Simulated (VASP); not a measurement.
# K2S (Fm-3m) in VASP: a series of runs, part 2 of 2

VASP 6.6.1.

## (5) Single point, PBE (33.94 Å³/atom)

This run uses another cell than the first one, of 33.94 Å³/atom.

INCAR reads:

```
SYSTEM = K2S
ALGO = Normal
EDIFF = 1E-6
ENCUT = 500
GGA = PE
GGA_COMPAT = .False.
ISIF = 2
ISMEAR = 0
LASPH = .True.
LCHARG = .False.
LREAL = .False.
LWAVE = .False.
NBANDS = 19
NELM = 120
PREC = Accurate
SIGMA = 0.05
```

KPOINTS reads:

```
k-points
0
Gamma
  8 8 8
  0 0 0
```

POSCAR reads:

```
K2S
1.0
    0.0000000000      3.7064210334      3.7064210334
    3.7064210334      0.0000000000      3.7064210334
    3.7064210334      3.7064210334      0.0000000000
K S
2 1
Direct
    0.2500000000      0.2500000000      0.2500000000
    0.7500000000      0.7500000000      0.7500000000
    0.0000000000      0.0000000000      0.0000000000
```

Potentials or basis: VASP PAW PBE potentials, release 64 (K_sv, S).

The run is started by

```sh
cat potpaw_PBE.64/K_sv/POTCAR potpaw_PBE.64/S/POTCAR > POTCAR
mpirun -np 1 vasp_std > vasp.out
```

OUTCAR:

```text
SYSTEM = K2S
   EDIFF = 1E-6
   ENCUT = 500
   GGA = PE
   ISIF = 2
   ISMEAR = 0
   LASPH = .True.
   LREAL = .False.
   NELM = 120
   PREC = Accurate

 ion  position               nearest neighbor table
   1  0.250  0.250  0.250-   3 3.21   3 3.21   3 3.21   3 3.21   2 3.71   2 3.71   2 3.71   2 3.71
                             2 3.71   2 3.71
   2  0.750  0.750  0.750-   3 3.21   3 3.21   3 3.21   3 3.21   1 3.71   1 3.71   1 3.71   1 3.71
                             1 3.71   1 3.71
   3  0.000  0.000  0.000-   2 3.21   2 3.21   2 3.21   1 3.21   2 3.21   1 3.21   1 3.21   1 3.21

  LATTYP: Found a face centered cubic cell.
 ALAT       =     7.4128420668

  Lattice vectors:

 A1 = (   0.0000000000,   3.7064210334,   3.7064210334)
 A2 = (   3.7064210334,   0.0000000000,   3.7064210334)
 A3 = (   3.7064210334,   3.7064210334,   0.0000000000)

Analysis of symmetry for initial positions (statically):
=====================================================================
 Subroutine PRICEL returns:
 Original cell was already a primitive cell.

 Routine SETGRP: Setting up the symmetry group for a
 face centered cubic supercell.

 Subroutine GETGRP returns: Found 48 space group operations
 (whereof 48 operations were pure point group operations)
 out of a pool of 48 trial point group operations.

The static configuration has the point symmetry O_h .

Analysis of symmetry for dynamics (positions and initial velocities):
=====================================================================
 Subroutine PRICEL returns:
 Original cell was already a primitive cell.

 Routine SETGRP: Setting up the symmetry group for a
 face centered cubic supercell.

 Subroutine GETGRP returns: Found 48 space group operations
 (whereof 48 operations were pure point group operations)
 out of a pool of 48 trial point group operations.

The dynamic configuration has the point symmetry O_h .

 Subroutine INISYM returns: Found 48 space group operations
[... 118 lines left out ...]
     AMIX     =   0.40;   BMIX     =  1.00
     AMIX_MAG =   1.60;   BMIX_MAG =  1.00
  volume/ion in A,a.u.               =      33.94       229.07
  Fermi-wavevector in a.u.,A,eV,Ry     =   1.011224  1.910935 13.912950  1.022573
  Thomas-Fermi vector in A             =   2.144260
   LORBIT       =      0    0 simple, 1 ext, 2 COOP (PROOUT), +10 PAW based schemes
   GGA     = PE    functional components
   LHFCALC =     F    Hartree Fock is set to
   AEXX    =    0.0000 exact exchange contribution
   IVDW    =     0    specifies the selected vdW correction
   LEPSILON=     F    determine dielectric tensor
   LRPA    =     F    only Hartree local field effects (RPA)
 non-spin polarized calculation
 Gauss-broadening in eV      SIGMA  =   0.05
  energy-cutoff  :      500.00
  volume of cell :      101.83
 maximum number of plane-waves:      2637
 NGX is ok and might be reduce to    40
   NGX = 19   NGY = 19   NGZ = 19

 number of electron      23.9999997 magnetization

 Free energy of the ion-electron system (eV)
  ---------------------------------------------------
  ext. energy  EPLUGINS =         0.00000000
  ---------------------------------------------------
  free energy    TOTEN  =        -9.41753507 eV

  energy without entropy =       -9.41753507  energy(sigma->0) =       -9.41753507

 E-fermi :  -0.1390     XC(G=0):  -7.3256

 val. band max:       -0.3580508861   @ k =   0.5000   0.5000   0.0000
 cond. band min:       2.0134562635   @ k =   0.0000   0.0000   0.0000
 fundamental gap:      2.3715071496
 Fermi energy:        -0.1390460108

 k-point     1 :       0.0000    0.0000    0.0000
  band No.  band energies     occupation
      1     -29.5841      2.00000
      2     -29.5029      2.00000
      3     -13.1770      2.00000
      4     -13.1770      2.00000
      5     -13.1770      2.00000
      6     -12.9417      2.00000
[... 505 lines left out ...]
      6     -13.0759      2.00000
[... 11 lines left out ...]
     18       6.9420      0.00000
     19       7.7015      0.00000

 [... further k-points ...]

------------------------ aborting loop because EDIFF is reached ----------------------------------------

  FORCE on cell =-STRESS in cart. coord.  units (eV):
  Direction    XX          YY          ZZ          XY          YZ          ZX
  --------------------------------------------------------------------------------------
  -------------------------------------------------------------------------------------
  Total        0.2633098      0.2633098      0.2633098      0.0000000      0.0000000      0.0000000
  in kB        4.1426981      4.1426981      4.1426981      0.0000000      0.0000000      0.0000000
  external PRESSURE =       4.1426981 kB  Pullay stress =       0.0000000 kB

 VOLUME and BASIS-vectors are now :
 -----------------------------------------------------------------------------
  energy-cutoff  :      500.00
  volume of cell :      101.83
      direct lattice vectors                 reciprocal lattice vectors
     0.000000000  3.706421033  3.706421033    -0.134901026  0.134901026  0.134901026
     3.706421033  0.000000000  3.706421033     0.134901026 -0.134901026  0.134901026
     3.706421033  3.706421033  0.000000000     0.134901026  0.134901026 -0.134901026

 POSITION                                       TOTAL-FORCE (eV/Angst)
 -----------------------------------------------------------------------------------
      1.85321      1.85321      1.85321         0.000000      0.000000      0.000000
      5.55963      5.55963      5.55963        -0.000000     -0.000000     -0.000000
      0.00000      0.00000      0.00000        -0.000000     -0.000000      0.000000
 -----------------------------------------------------------------------------------
    total drift:                               -0.000000     -0.000000      0.000000

  FREE ENERGIE OF THE ION-ELECTRON SYSTEM (eV)
  ---------------------------------------------------
  free  energy   TOTEN  =        -9.4175350654 eV

  energy  without entropy=       -9.4175350654  energy(sigma->0) =       -9.41753507
```

stdout:

```text
POSCAR found type information on POSCAR K S
 POSCAR found :  2 types and       3 ions
 scaLAPACK will be used
 LDA part: xc-table for (Slater+PW92), standard interpolation
 POSCAR, INCAR and KPOINTS ok, starting setup
 FFT: planning ... GRIDC
 FFT: planning ... GRID_SOFT
 FFT: planning ... GRID
 WAVECAR not read
 entering main loop
```

Run time: 83 s. Hardware: 1 thread of Intel Xeon Platinum 8488C (Sapphire Rapids), shared host; peak memory 0.24 GiB.

What came out:

| Item | Value |
| --- | --- |
| Free energy | -9.4175 eV |
| Pressure | 0.4 GPa |
| Band gap on the k mesh | 2.37 eV (least direct gap 2.56 eV) |

## (6) The runs side by side

| cell | gap on the mesh (eV) | pressure (GPa) |
| --- | --- | --- |
| a = 5.206 Å, angles 60.0°, 3 atoms | 2.42 | 0.8 |
| a = 5.244 Å, angles 60.0°, 3 atoms | 2.37 | 0.4 |
| a = 5.251 Å, angles 60.0°, 3 atoms | 2.36 | 0.3 |
| a = 5.242 Å, angles 60.0°, 3 atoms | 2.37 | 0.4 |

Alike in all rows: task single point; level PBE; potentials or basis VASP PAW PBE potentials, release 64 (K_sv, S); no spin polarisation; k mesh 8 × 8 × 8; cutoff (eV) 500; smearing gaussian 0.05 eV.

Total energies depend on the potentials used, so only differences within one code and one set of settings carry meaning.
